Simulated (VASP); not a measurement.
Write the native input for VASP 6.6.1 that does the following.

```yaml
Task: relaxation of cell and atoms
Functional: PBEsol
Potentials_or_basis: VASP PAW PBE potentials, release 64 (Cd)
Cutoff: 600 eV
k_mesh: 17 × 17 × 8
Occupations: fermi-dirac, width 0.05 eV
Spin: no spin polarisation
Dipole_correction: no
Further_INCAR_settings: ALGO = Normal; EDIFF = 1e-07; IBRION = 2; EDIFFG = -0.01; NSW = 80; ISIF = 3
```

The structure of Cd lies in POSCAR:

```
Cd
1.0
    2.9788700000      0.0000000000      0.0000000000
   -1.4894350000      2.5797770000      0.0000000000
    0.0000000000      0.0000000000      5.6176500000
Cd
2
Direct
    0.3333333333      0.6666666667      0.2500000000
    0.6666666667      0.3333333333      0.7500000000
```

These files were run (other wordings do the same):

INCAR

```
PREC     = Accurate       # precision mode
ENCUT    = 600            # plane-wave cutoff, eV
EDIFF    = 1E-7           # SCF threshold, eV
ISMEAR   = -1             # smearing method
SIGMA    = 0.05           # smearing width, eV
LREAL    = False          # projectors in reciprocal space
LASPH    = True           # aspherical terms in the spheres
NELM     = 60             # most SCF steps
ALGO     = Normal         # electronic algorithm
ISIF     = 3              # what is computed and relaxed
LWAVE    = False          # write WAVECAR
LCHARG   = False          # write CHGCAR
GGA      = PS             # functional
IBRION   = 2              # ionic algorithm
NSW      = 80             # ionic steps
EDIFFG   = -0.01          # ionic threshold
```

KPOINTS

```
regular mesh
0
Gamma
  17 17 8
```

Potentials or basis: VASP PAW PBE potentials, release 64 (Cd).

Run with:

```sh
$ cat potpaw_PBE.64/Cd/POTCAR > POTCAR
$ mpirun -np 1 vasp_std > vasp.out
```

Results of the run:

```json
{"Relaxed volume": "21.04 Å³/atom", "Relaxed cell": "a = 2.966 Å, b = 2.966 Å, c = 5.524 Å, α = 90.00°, β = 90.00°, γ = 120.00°", "Space group after relaxing (to 0.1 Å)": "P6_3/mmc (No. 194)", "Energy gained by relaxing": "2.3 meV/atom", "Ionic steps": "5", "Pressure after relaxing": "0.0 GPa", "Band gap on the k mesh": "zero (bands 12 and 13 overlap by 4.21 eV)"}
```

Caveat: the PAW data sets were made with another functional, which shifts forces and pressure a little.

Run time: 3.5 min on 1 thread of Oxide Virtual Turin-like Processor, on a shared host, peak memory 0.23 GiB.
